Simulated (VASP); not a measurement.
Wanted: the native input for a VASP 6.6.1 run.

- Task: single point
- Functional: PBE
- Potentials or basis: VASP PAW PBE potentials, release 64 (Sb, Mg, Na_pv)
- Cutoff: 520 eV
- k mesh: 5 × 5 × 5
- Occupations: fermi-dirac, width 0.05 eV
- Spin: no spin polarisation
- Dipole correction: no
- Further INCAR settings: ALGO = Normal; EDIFF = 1e-07; NBANDS = 22

The structure of NaMg6Sb lies in POSCAR:

```
NaMg6Sb
1.0
    5.3074957461      0.0000000000      0.0000000000
    0.0000000000      3.1978732489      5.7556456863
    0.0000000000     -3.1978732489      5.7556456863
Sb Mg Na
1 6 1
Direct
    0.0000000000      0.6657290000      0.6657290000
    0.5000000000      0.8362990000      0.8362990000
    0.5000000000      0.3357240000      0.3357240000
    0.5000000000      0.3305960000      0.8318680000
    0.5000000000      0.8318680000      0.3305960000
    0.0000000000      0.1680800000      0.6645300000
    0.0000000000      0.6645300000      0.1680800000
    0.0000000000      0.1671700000      0.1671700000
```

The input as run:

INCAR

```
SYSTEM = NaMg6Sb
ALGO = Normal ; EDIFF = 1E-7
ENCUT = 520 ; GGA = PE
ISIF = 2 ; ISMEAR = -1
LASPH = .TRUE. ; LCHARG = .FALSE.
LREAL = .FALSE. ; LWAVE = .FALSE.
NBANDS = 22 ; NELM = 80
PREC = Accurate ; SIGMA = 0.05
```

KPOINTS

```
k-points
0
G
  5 5 5
  0 0 0
```

Potentials or basis: VASP PAW PBE potentials, release 64 (Sb, Mg, Na_pv).

Launch:

```sh
$ cat potpaw_PBE.64/Sb/POTCAR potpaw_PBE.64/Mg/POTCAR potpaw_PBE.64/Na_pv/POTCAR > POTCAR
$ mpirun -np 1 vasp_std > vasp.out
```

Results of the run:

```yaml
Pressure: -0.8 GPa
Largest_force: 0.145 eV/Å
Band_gap_on_the_k_mesh: zero (bands 12 and 13 overlap by 0.77 eV)
```

Caveat: spin-orbit coupling is left out, which moves the levels of the heavy elements.

Wall time 57 s on 1 thread of AMD EPYC 9R45 96-Core Processor (Zen 5) (shared host), peak memory 0.34 GiB.
